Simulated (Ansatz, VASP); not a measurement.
**O: VASP beside Ansatz**

```
O
1.0
     4.04225    0.00000   -0.05113
     0.00000    4.02616    0.00000
    -1.06459    0.00000    2.79144
O
4
Direct
  0.33986 0.68420 0.67023
  0.66014 0.68420 0.82977
  0.66014 0.31580 0.32977
  0.33986 0.31580 0.17023
```

Alike in both runs: task single point; functional r2SCAN; dispersion rVV10; k mesh 6 × 4 × 6; no spin polarisation.

|  | VASP | Ansatz |
| --- | --- | --- |
| version | VASP 6.6.1 | Ansatz 0.2.0 |
| potentials or method | VASP PAW PBE potentials, release 64 (O) | plane waves |
| plane-wave cutoff (eV) | 520 | 500 |
| occupations | gaussian, width 0.01 eV | fixed |
| valence electrons in the cell | 24 | 24 |

VASP gave:

- gap on the k mesh at the Fermi level (eV): 0.97
- pressure (GPa): 3.9
- traceless stress, the component that is largest in VASP (GPa): 6.86
- rms of the force components (eV/Å): 0.877

Question: What did Ansatz give for the same quantities?

Answer: gap on the k mesh at the Fermi level (eV): 0.97; pressure (GPa): 0.0; traceless stress, the component that is largest in VASP (GPa): 0.00; rms of the force components (eV/Å): 0.001.

VASP's potentials were made for PBE, not for r2SCAN. Atom by atom the forces differ by 0.877 eV/Å (rms over components).

Noted on VASP's run: the standard files for N, O and F lose accuracy on very short bonds; spin is off for a triplet molecule.
